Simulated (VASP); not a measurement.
# SnO2 (P4_2/mnm) in VASP: single point with r2SCAN

Aim: the single point of SnO2 with r2SCAN.

Everything below comes from runs of VASP 6.6.1. Logs are shortened: lines on timing, memory, paths and dates and some standing lists are left out, and cuts for length are marked.

**1. The cell of the first run**

It takes space group P4_2/mnm (No. 136, tetragonal). The conventional cell has a = 5.039 Å, b = 5.039 Å, c = 3.200 Å, α = 90.00°, β = 90.00°, γ = 90.00°. Sn (site symmetry mmm) has 6 O at 2.09 to 2.21 Å within 2.8 Å. O (site symmetry m2m) has 3 Sn at 2.09 to 2.21 Å and 1 O at 2.70 Å within 2.8 Å.

**2. Single point, r2SCAN (biaxial xy strain +5.8%)**

The input, POSCAR:

```
SnO2
1.0
    5.0390046043      0.0000000000      0.0000000000
    0.0000000000      5.0391985978      0.0000000000
    0.0000000000      0.0000000000      3.2000514904
Sn O
2 4
Direct
    0.5000000000      0.5000000000      0.5000000000
    0.0000000000      0.0000000000      0.0000000000
    0.3103529917      0.3103596423      0.0000000000
    0.8103529917      0.1896403577      0.5000000000
    0.1896470083      0.8103596423      0.5000000000
    0.6896470083      0.6896403577      0.0000000000
```

The input, INCAR.step1:

```
SYSTEM = SnO2
ALGO     = Normal         ! electronic algorithm
EDIFF    = 1E-4           ! SCF threshold, eV
ENCUT    = 520            ! plane-wave cutoff, eV
GGA      = PE             ! functional
ISMEAR   = 0              ! smearing method
LASPH    = .True.         ! aspherical terms in the spheres
LCHARG   = .False.        ! write CHGCAR
LREAL    = .False.        ! projectors in reciprocal space
LWAVE    = .True.         ! write WAVECAR
NBANDS   = 35             ! bands
NELM     = 100            ! most SCF steps
PREC     = Accurate       ! precision mode
SIGMA    = 0.01           ! smearing width, eV
```

The input, INCAR.step2:

```
SYSTEM = SnO2
ALGO     = Normal         ! electronic algorithm
EDIFF    = 1E-6           ! SCF threshold, eV
ENCUT    = 520            ! plane-wave cutoff, eV
ISIF     = 2              ! what is computed and relaxed
ISMEAR   = 0              ! smearing method
ISTART   = 1            
LASPH    = .True.         ! aspherical terms in the spheres
LCHARG   = .False.        ! write CHGCAR
LMIXTAU  = .True.       
LREAL    = .False.        ! projectors in reciprocal space
LWAVE    = .False.        ! write WAVECAR
METAGGA  = R2SCAN         ! meta-GGA
NBANDS   = 35             ! bands
NELM     = 100            ! most SCF steps
PREC     = Accurate       ! precision mode
SIGMA    = 0.01           ! smearing width, eV
```

The input, KPOINTS:

```
k-points
0
Gamma
  6 6 8
  0 0 0
```

Potentials or basis: VASP PAW PBE potentials, release 64 (Sn_d, O).

The run is started by

```console
$ cat potpaw_PBE.64/Sn_d/POTCAR potpaw_PBE.64/O/POTCAR > POTCAR
$ cp INCAR.step1 INCAR
$ mpirun -np 1 vasp_std > vasp.out
$ cp INCAR.step2 INCAR
$ mpirun -np 1 vasp_std > vasp.out
```

OUTCAR:

```text
SYSTEM = SnO2
   EDIFF = 1E-6
   ENCUT = 520
   ISIF = 2
   ISMEAR = 0
   ISTART = 1
   LASPH = .True.
   LREAL = .False.
   METAGGA = R2SCAN
   NELM = 100
   PREC = Accurate

 ion  position               nearest neighbor table
   1  0.500  0.500  0.500-   3 2.09   6 2.09   3 2.09   6 2.09   5 2.21   4 2.21
   2  0.000  0.000  0.000-   4 2.09   5 2.09   4 2.09   5 2.09   3 2.21   6 2.21
   3  0.310  0.310  0.000-   1 2.09   1 2.09   2 2.21
   4  0.810  0.190  0.500-   2 2.09   2 2.09   1 2.21
   5  0.190  0.810  0.500-   2 2.09   2 2.09   1 2.21
   6  0.690  0.690  0.000-   1 2.09   1 2.09   2 2.21

  LATTYP: Found a simple orthorhombic cell.
 ALAT       =     3.2000514904
 B/A-ratio  =     1.5746636013
 C/A-ratio  =     1.5747242233

  Lattice vectors:

 A1 = (   0.0000000000,   0.0000000000,   3.2000514904)
 A2 = (   5.0390046043,   0.0000000000,   0.0000000000)
 A3 = (   0.0000000000,   5.0391985978,   0.0000000000)

Analysis of symmetry for initial positions (statically):
=====================================================================
 Subroutine PRICEL returns:
 Original cell was already a primitive cell.

 Routine SETGRP: Setting up the symmetry group for a
 simple orthorhombic supercell.

 Subroutine GETGRP returns: Found  8 space group operations
 (whereof  4 operations were pure point group operations)
 out of a pool of  8 trial point group operations.

The static configuration has the point symmetry C_2h.
 The point group associated with its full space group is D_2h.

Analysis of symmetry for dynamics (positions and initial velocities):
=====================================================================
 Subroutine PRICEL returns:
 Original cell was already a primitive cell.

 Routine SETGRP: Setting up the symmetry group for a
 simple orthorhombic supercell.

 Subroutine GETGRP returns: Found  8 space group operations
 (whereof  4 operations were pure point group operations)
 out of a pool of  8 trial point group operations.

The dynamic configuration has the point symmetry C_2h.
 The point group associated with its full space group is D_2h.

 Subroutine INISYM returns: Found  8 space group operations
 (whereof  4 operations are pure point group operations),
 and found     1 'primitive' translations

----------------------------------------------------------------------------------------

                                     Primitive cell

  volume of cell :      81.2575

  direct lattice vectors                    reciprocal lattice vectors
[... 100 lines left out ...]
   NFREE  =      0    steps in history (QN), initial steepest desc. (CG)
   ISIF   =      2    stress and relaxation
   ISYM   =      2    0-nonsym 1-usesym 2-fastsym
   POTIM  = 0.5000    time-step for ionic-motion
   TEBEG  =    0.0;   TEEND  =   0.0 temperature during run
   PSTRESS=    0.0 pullay stress
   NELECT =      52.0000    total number of electrons
   NUPDOWN=      -1.0000    fix difference up-down
   EMIN   =  10.00;   EMAX   =-10.00  energy-range for DOS
   EFERMI =   0.00;   METHOD = LEGACY
   ISMEAR =     0;   SIGMA  =   0.01  broadening in eV -4-tet -1-fermi 0-gaus
   EFERMI_NEDOS =   21; number of points for ismear=-14 and -15
   IALGO  =     38    algorithm
   IMIX   =      4    mixing-type and parameters
     AMIX     =   0.40;   BMIX     =  1.00
     AMIX_MAG =   1.60;   BMIX_MAG =  1.00
  volume/ion in A,a.u.               =      13.54        91.39
  Fermi-wavevector in a.u.,A,eV,Ry     =   1.410766  2.665961 27.079128  1.990260
  Thomas-Fermi vector in A             =   2.532686
   LORBIT       =      0    0 simple, 1 ext, 2 COOP (PROOUT), +10 PAW based schemes
   METAGGA = R2SCAN    functional components
   LHFCALC =     F    Hartree Fock is set to
   AEXX    =    0.0000 exact exchange contribution
   IVDW    =     0    specifies the selected vdW correction
   LEPSILON=     F    determine dielectric tensor
   LRPA    =     F    only Hartree local field effects (RPA)
 non-spin polarized calculation
 Gauss-broadening in eV      SIGMA  =   0.01
  energy-cutoff  :      520.00
  volume of cell :       81.26
 maximum number of plane-waves:      2212
 NGX is ok and might be reduce to    40
   NGX = 19   NGY = 19   NGZ = 11

 number of electron      52.0000009 magnetization

 Free energy of the ion-electron system (eV)
  ---------------------------------------------------
  ext. energy  EPLUGINS =         0.00000000
  ---------------------------------------------------
  free energy    TOTEN  =       -84.14222347 eV

  energy without entropy =      -84.14222347  energy(sigma->0) =      -84.14222347

 E-fermi :   4.3320     XC(G=0): -11.2979

 val. band max:        4.2420555515   @ k =   0.0000   0.0000   0.0000
 cond. band min:       5.1526233927   @ k =   0.0000   0.0000   0.0000
 fundamental gap:      0.9105678412
 Fermi energy:         4.3319818068

 k-point     1 :       0.0000    0.0000    0.0000
  band No.  band energies     occupation
      1     -17.3536      2.00000
      2     -16.8138      2.00000
      3     -16.5027      2.00000
      4     -16.5027      2.00000
      5     -16.4825      2.00000
      6     -16.4105      2.00000
[... 901 lines left out ...]
     34      16.6495      0.00000
     35      16.9565      0.00000

 [... further k-points ...]

------------------------ aborting loop because EDIFF is reached ----------------------------------------

  FORCE on cell =-STRESS in cart. coord.  units (eV):
  Direction    XX          YY          ZZ          XY          YZ          ZX
  --------------------------------------------------------------------------------------
  -------------------------------------------------------------------------------------
  Total       -8.2178725     -8.2196259     -5.7651619      0.0000000      0.0000000      0.0000000
  in kB     -162.0342358   -162.0688087   -113.6734107      0.0000000      0.0000000      0.0000000
  external PRESSURE =    -145.9254851 kB  Pullay stress =       0.0000000 kB

 VOLUME and BASIS-vectors are now :
 -----------------------------------------------------------------------------
  energy-cutoff  :      520.00
  volume of cell :       81.26
      direct lattice vectors                 reciprocal lattice vectors
     5.039004604  0.000000000  0.000000000     0.198451892  0.000000000  0.000000000
     0.000000000  5.039198598  0.000000000     0.000000000  0.198444253  0.000000000
     0.000000000  0.000000000  3.200051490     0.000000000  0.000000000  0.312494972

 POSITION                                       TOTAL-FORCE (eV/Angst)
 -----------------------------------------------------------------------------------
      2.51950      2.51960      1.60003        -0.000000      0.000000      0.000000
      0.00000      0.00000      0.00000        -0.000000      0.000000      0.000000
      1.56387      1.56396      0.00000        -0.039340     -0.039351      0.000000
      4.08337      0.95564      1.60003        -0.039340      0.039351      0.000000
      0.95563      4.08356      1.60003         0.039340     -0.039351      0.000000
      3.47513      3.47523      0.00000         0.039340      0.039351     -0.000000
 -----------------------------------------------------------------------------------
    total drift:                               -0.000000      0.000000      0.000000

  FREE ENERGIE OF THE ION-ELECTRON SYSTEM (eV)
  ---------------------------------------------------
  free  energy   TOTEN  =       -84.1422234653 eV

  energy  without entropy=      -84.1422234653  energy(sigma->0) =      -84.14222347
```

OSZICAR.step1:

```text
N       E                     dE             d eps       ncg     rms          rms(c)
DAV:   1     0.636280237245E+03    0.63628E+03   -0.25563E+04  6115   0.223E+03
DAV:   2     0.590253092271E+02   -0.57725E+03   -0.54499E+03  6096   0.602E+02
DAV:   3    -0.378638591663E+02   -0.96889E+02   -0.94880E+02  6188   0.206E+02
DAV:   4    -0.429979704159E+02   -0.51341E+01   -0.50964E+01  7050   0.517E+01
DAV:   5    -0.431343322892E+02   -0.13636E+00   -0.13616E+00  6885   0.891E+00    0.152E+01
DAV:   6    -0.370613945173E+02    0.60729E+01   -0.17850E+01  8764   0.650E+01    0.596E+00
DAV:   7    -0.371365077500E+02   -0.75113E-01   -0.20005E+00  6311   0.798E+00    0.314E+00
DAV:   8    -0.371103629163E+02    0.26145E-01   -0.21441E-01  7781   0.362E+00    0.749E-01
DAV:   9    -0.371018647724E+02    0.84981E-02   -0.34383E-02  8346   0.252E+00    0.127E-01
DAV:  10    -0.371028734625E+02   -0.10087E-02   -0.47878E-03  7435   0.645E-01    0.512E-02
DAV:  11    -0.371029289592E+02   -0.55497E-04   -0.19067E-04  5720   0.143E-01
   1 F= -.37102929E+02 E0= -.37102929E+02  d E =-.175854E-17
```

Run time: 10 min. Hardware: 1 thread of Intel Xeon Platinum 8259CL at 2.50GHz (Skylake/Cascade Lake), shared host; peak memory 0.32 GiB.

Results:

```
Free energy            : -84.1422 eV
Pressure               : -14.6 GPa
Largest force          : 0.056 eV/Å
Band gap on the k mesh : 0.91 eV
```

Forces in eV/Å, atoms in the order of the input:
```
Sn   0.000  0.000  0.000
Sn   0.000  0.000  0.000
O   -0.039 -0.039  0.000
O   -0.039  0.039  0.000
O    0.039 -0.039  0.000
O    0.039  0.039  0.000
```

Stress tensor (GPa, compression positive):
```
-16.20   0.00   0.00
  0.00 -16.21   0.00
  0.00   0.00 -11.37
```

Caveat: the cell differs from its parent crystal (biaxial xy strain +5.8%); the cell stands under tension; the PAW data sets were made with another functional, which shifts forces and pressure a little; spin-orbit coupling is left out, which moves the levels of the heavy elements.
